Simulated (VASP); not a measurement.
# ZrSe2 (P-3m1) in VASP: further runs, part 2 of 2

VASP 6.6.1. The steps go on from the part before.

### 4 Single point, PBE (strained)

File INCAR:

```
  ALGO = Normal
  EDIFF = 1E-6
  ENCUT = 500
  GGA = PE
  GGA_COMPAT = F
  ISIF = 2
  ISMEAR = 0
  LASPH = T
  LCHARG = F
  LREAL = F
  LWAVE = F
  NBANDS = 19
  NELM = 120
  PREC = Accurate
  SIGMA = 0.05
```

File KPOINTS:

```
k-points
0
Gamma
  12 12 6
```

File POSCAR:

```
ZrSe2
1.0
    3.7676900341      0.0000000000      0.0000000000
   -1.8838450170      3.2629152830      0.0000000000
    0.0000000000      0.0000000000      6.5141078400
Zr Se
1 2
Direct
    0.0000000000      0.0000000000      0.0000000000
    0.3333333333      0.6666666667      0.2302205286
    0.6666666667      0.3333333333      0.7697794714
```

Potentials or basis: VASP PAW PBE potentials, release 64 (Zr_sv, Se).

Started as:

```
> cat potpaw_PBE.64/Zr_sv/POTCAR potpaw_PBE.64/Se/POTCAR > POTCAR
> mpirun -np 1 vasp_std > vasp.out
```

OUTCAR:

```text
EDIFF = 1E-6
   ENCUT = 500
   GGA = PE
   ISIF = 2
   ISMEAR = 0
   LASPH = T
   LREAL = F
   NELM = 120
   PREC = Accurate

 ion  position               nearest neighbor table
   1  0.000  0.000  0.000-   2 2.64   3 2.64   2 2.64   3 2.64   3 2.64   2 2.64
   2  0.333  0.667  0.230-   1 2.64   1 2.64   1 2.64
   3  0.667  0.333  0.770-   1 2.64   1 2.64   1 2.64

  LATTYP: Found a hexagonal cell.
 ALAT       =     3.7676900341
 C/A-ratio  =     1.7289394247

  Lattice vectors:

 A1 = (   3.7676900341,   0.0000000000,   0.0000000000)
 A2 = (  -1.8838450170,   3.2629152830,   0.0000000000)
 A3 = (   0.0000000000,   0.0000000000,   6.5141078400)

Analysis of symmetry for initial positions (statically):
=====================================================================
 Subroutine PRICEL returns:
 Original cell was already a primitive cell.

 Routine SETGRP: Setting up the symmetry group for a
 hexagonal supercell.

 Subroutine GETGRP returns: Found 12 space group operations
 (whereof 12 operations were pure point group operations)
 out of a pool of 24 trial point group operations.

The static configuration has the point symmetry D_3d.

Analysis of symmetry for dynamics (positions and initial velocities):
=====================================================================
 Subroutine PRICEL returns:
 Original cell was already a primitive cell.

 Routine SETGRP: Setting up the symmetry group for a
 hexagonal supercell.

 Subroutine GETGRP returns: Found 12 space group operations
 (whereof 12 operations were pure point group operations)
 out of a pool of 24 trial point group operations.

The dynamic configuration has the point symmetry D_3d.

 Subroutine INISYM returns: Found 12 space group operations
 (whereof 12 operations are pure point group operations),
 and found     1 'primitive' translations

----------------------------------------------------------------------------------------

                                     Primitive cell

  volume of cell :      80.0822

  direct lattice vectors                    reciprocal lattice vectors
     3.767690034  0.000000000  0.000000000     0.265414615  0.153237199  0.000000000
    -1.883845017  3.262915283  0.000000000     0.000000000  0.306474399  0.000000000
     0.000000000  0.000000000  6.514107840     0.000000000  0.000000000  0.153512964

  length of vectors
     3.767690034  3.767690034  6.514107840     0.306474399  0.306474399  0.153512964

  position of ions in fractional coordinates (direct lattice)
     0.000000000  0.000000000  0.000000000
     0.333333333  0.666666667  0.230220529
     0.666666667  0.333333333  0.769779471

  ion indices of the primitive-cell ions
   primitive index   ion index
                 1           1
                 2           2
                 3           3

----------------------------------------------------------------------------------------

 KPOINTS: k-points

Automatic generation of k-mesh.
 Grid dimensions read from file:
 generate k-points for:   12   12    6

 Generating k-lattice:

  Cartesian coordinates                     Fractional coordinates (reciprocal lattice)
     0.022117885  0.012769767  0.000000000     0.083333333  0.000000000  0.000000000
     0.000000000  0.025539533  0.000000000     0.000000000  0.083333333  0.000000000
     0.000000000  0.000000000  0.025585494     0.000000000  0.000000000  0.166666667

  Length of vectors
     0.025539533  0.025539533  0.025585494

  Shift w.r.t. Gamma in fractional coordinates (k-lattice)
     0.000000000  0.000000000  0.000000000

 Subroutine IBZKPT returns following result:
 ===========================================

 Found    100 irreducible k-points:

 Following reciprocal coordinates:
            Coordinates               Weight
  0.000000  0.000000  0.000000      1.000000
  0.083333  0.000000  0.000000      6.000000
  0.166667  0.000000  0.000000      6.000000
  0.250000 -0.000000  0.000000      6.000000
  0.333333  0.000000  0.000000      6.000000
  0.416667  0.000000  0.000000      6.000000
[... 16 lines left out ...]
  0.166667  0.000000  0.166667      6.000000
  0.000000  0.166667  0.166667      6.000000
 [... further k-points ...]
   k-points           NKPTS =    100   k-points in BZ     NKDIM =    100   number of bands    NBANDS=     19
   number of dos      NEDOS =    301   number of ions     NIONS =      3
   total plane-waves  NPLWV =  37632
   dimension x,y,z NGX =    28 NGY =   28 NGZ =   48
   dimension x,y,z NGXF=    56 NGYF=   56 NGZF=   96
   ions per type =               1   2
   NGX,Y,Z   is equivalent  to a cutoff of  12.35, 12.35, 12.25 a.u.
   NGXF,Y,Z  is equivalent  to a cutoff of  24.71, 24.71, 24.50 a.u.
 SYSTEM =  unknown system
   PREC   = accura    normal or accurate (medium, high low for compatibility)
   ISTART =      0    job   : 0-new  1-cont  2-samecut
   ICHARG =      2    charge: 1-file 2-atom 10-const
   ISPIN  =      1    spin polarized calculation?
   LNONCOLLINEAR =      F non collinear calculations
   LSORBIT =      F    spin-orbit coupling
   LASPH  =      T    aspherical Exc in radial PAW
   ENCUT  =  500.0 eV  36.75 Ry    6.06 a.u.   6.87  6.87 11.88*2*pi/ulx,y,z
   NELM   =    120;   NELMIN=  2; NELMDL= -5     # of ELM steps
   EDIFF  = 0.1E-05   stopping-criterion for ELM
   LREAL  =      F    real-space projection
   EDIFFG = 0.1E-04   stopping-criterion for IOM
   NSW    =      0    number of steps for IOM
   IBRION =     -1    ionic relax: 0-MD 1-quasi-New 2-CG
   NFREE  =      0    steps in history (QN), initial steepest desc. (CG)
   ISIF   =      2    stress and relaxation
   ISYM   =      2    0-nonsym 1-usesym 2-fastsym
   POTIM  = 0.5000    time-step for ionic-motion
   TEBEG  =    0.0;   TEEND  =   0.0 temperature during run
   PSTRESS=    0.0 pullay stress
   NELECT =      24.0000    total number of electrons
   NUPDOWN=      -1.0000    fix difference up-down
   EMIN   =  10.00;   EMAX   =-10.00  energy-range for DOS
   EFERMI =   0.00;   METHOD = LEGACY
   ISMEAR =     0;   SIGMA  =   0.05  broadening in eV -4-tet -1-fermi 0-gaus
   EFERMI_NEDOS =   21; number of points for ismear=-14 and -15
   IALGO  =     38    algorithm
   IMIX   =      4    mixing-type and parameters
     AMIX     =   0.40;   BMIX     =  1.00
     AMIX_MAG =   1.60;   BMIX_MAG =  1.00
  volume/ion in A,a.u.               =      26.69       180.14
  Fermi-wavevector in a.u.,A,eV,Ry     =   1.095553  2.070294 16.330198  1.200236
  Thomas-Fermi vector in A             =   2.231878
   LORBIT       =      0    0 simple, 1 ext, 2 COOP (PROOUT), +10 PAW based schemes
   GGA     = PE    functional components
   LHFCALC =     F    Hartree Fock is set to
   AEXX    =    0.0000 exact exchange contribution
   IVDW    =     0    specifies the selected vdW correction
   LEPSILON=     F    determine dielectric tensor
   LRPA    =     F    only Hartree local field effects (RPA)
 non-spin polarized calculation
 Gauss-broadening in eV      SIGMA  =   0.05
  energy-cutoff  :      500.00
  volume of cell :       80.08
 maximum number of plane-waves:      2064
   NGX = 13   NGY = 13   NGZ = 23

 number of electron      24.0000001 magnetization

 Free energy of the ion-electron system (eV)
  ---------------------------------------------------
  ext. energy  EPLUGINS =         0.00000000
  ---------------------------------------------------
  free energy    TOTEN  =       -19.49566416 eV

  energy without entropy =      -19.49566416  energy(sigma->0) =      -19.49566416

 E-fermi :   4.1216     XC(G=0):  -9.1547

 val. band max:        3.7885216707   @ k =   0.0000   0.0000   0.0000
 cond. band min:       4.3223830124   @ k =   0.5000  -0.0000   0.5000
 fundamental gap:      0.5338613417
 Fermi energy:         4.1215628052

 k-point     1 :       0.0000    0.0000    0.0000
  band No.  band energies     occupation
      1     -45.4796      2.00000
      2     -23.5677      2.00000
      3     -23.4401      2.00000
      4     -23.4401      2.00000
      5      -9.4129      2.00000
      6      -8.1860      2.00000
[... 11 lines left out ...]
     18       8.6856      0.00000
     19       9.1182      0.00000
[... 485 lines left out ...]
 k-point    24 :       0.0000    0.1667    0.1667
  band No.  band energies     occupation
      1     -45.4760      2.00000
      2     -23.5550      2.00000
      3     -23.4942      2.00000
      4     -23.4515      2.00000
      5      -9.1340      2.00000
      6      -8.2467      2.00000
[... 11 lines left out ...]
     18      10.1285      0.00000
     19      10.8868      0.00000

 [... further k-points ...]

------------------------ aborting loop because EDIFF is reached ----------------------------------------

  FORCE on cell =-STRESS in cart. coord.  units (eV):
  Direction    XX          YY          ZZ          XY          YZ          ZX
  --------------------------------------------------------------------------------------
  -------------------------------------------------------------------------------------
  Total        2.4304890      2.4304890      3.1969320      0.0000000     -0.0000000      0.0000000
  in kB       48.6259765     48.6259765     63.9599431      0.0000000     -0.0000000      0.0000000
  external PRESSURE =      53.7372987 kB  Pullay stress =       0.0000000 kB

 VOLUME and BASIS-vectors are now :
 -----------------------------------------------------------------------------
  energy-cutoff  :      500.00
  volume of cell :       80.08
      direct lattice vectors                 reciprocal lattice vectors
     3.767690034  0.000000000  0.000000000     0.265414615  0.153237199  0.000000000
    -1.883845017  3.262915283  0.000000000     0.000000000  0.306474399  0.000000000
     0.000000000  0.000000000  6.514107840     0.000000000  0.000000000  0.153512964

 POSITION                                       TOTAL-FORCE (eV/Angst)
 -----------------------------------------------------------------------------------
      0.00000      0.00000      0.00000        -0.000000      0.000000      0.000000
     -0.00000      2.17528      1.49968        -0.000000      0.000000      1.029186
      1.88385      1.08764      5.01443         0.000000      0.000000     -1.029186
 -----------------------------------------------------------------------------------
    total drift:                                0.000000      0.000000      0.000000

  FREE ENERGIE OF THE ION-ELECTRON SYSTEM (eV)
  ---------------------------------------------------
  free  energy   TOTEN  =       -19.4956641602 eV

  energy  without entropy=      -19.4956641601  energy(sigma->0) =      -19.49566416
```

Run time: 2.5 min. Hardware: 1 thread of Intel Xeon 8259CL, shared host; peak memory 0.28 GiB.

What came out:

* Free energy: -19.4957 eV
* Pressure: 5.4 GPa
* Largest force: 1.029 eV/Å
* Band gap on the k mesh: 0.53 eV (least direct gap 1.12 eV)

Forces in eV/Å, atoms in the order of the input:
```
Zr   0.000  0.000  0.000
Se   0.000  0.000  1.029
Se   0.000  0.000 -1.029
```

Caveat: the cell differs from its parent crystal (strained); the cell stands under pressure; this functional lacks dispersion, which binds the layers, so the pressure and a relaxed spacing across them are unreliable; forces of over 1 eV/Å act on the atoms, so gaps and moduli don't describe the material at rest. A k mesh can miss the band edges.

### 5 Summary

| level | potentials or basis | cell | gap on the mesh (eV) | pressure (GPa) | largest force (eV/Å) |
| --- | --- | --- | --- | --- | --- |
| PBE | VASP PAW PBE potentials, release 64 (Zr_sv, Se) | a = 3.860, b = 3.860, c = 5.921 Å, angles 90.0, 90.0, 120.0°, 3 atoms, atomic positions A | none | -2.1 | 0.57 |
| LDA | VASP PAW LDA potentials, release 64 (Zr_sv, Se) | a = 3.929, b = 3.929, c = 5.849 Å, angles 90.0, 90.0, 120.0°, 3 atoms, atomic positions B | 0.59 | 0.8 | 1.15 |
| PBE | VASP PAW PBE potentials, release 64 (Zr_sv, Se) | a = 3.768, b = 3.768, c = 6.514 Å, angles 90.0, 90.0, 120.0°, 3 atoms, atomic positions B | 0.53 | 5.4 | 1.03 |

Alike in all rows: task single point; no spin polarisation; k mesh 12 × 12 × 6; cutoff (eV) 500; smearing gaussian 0.05 eV.

Caveats: forces of over 1 eV/Å act on the atoms, so gaps and moduli don't describe the material at rest (at least some runs); the cell stands under pressure (at least some runs); this functional lacks dispersion, which binds the layers, so the pressure and a relaxed spacing across them are unreliable (at least some runs).

Absolute energies hang on the potentials; compare differences alone.
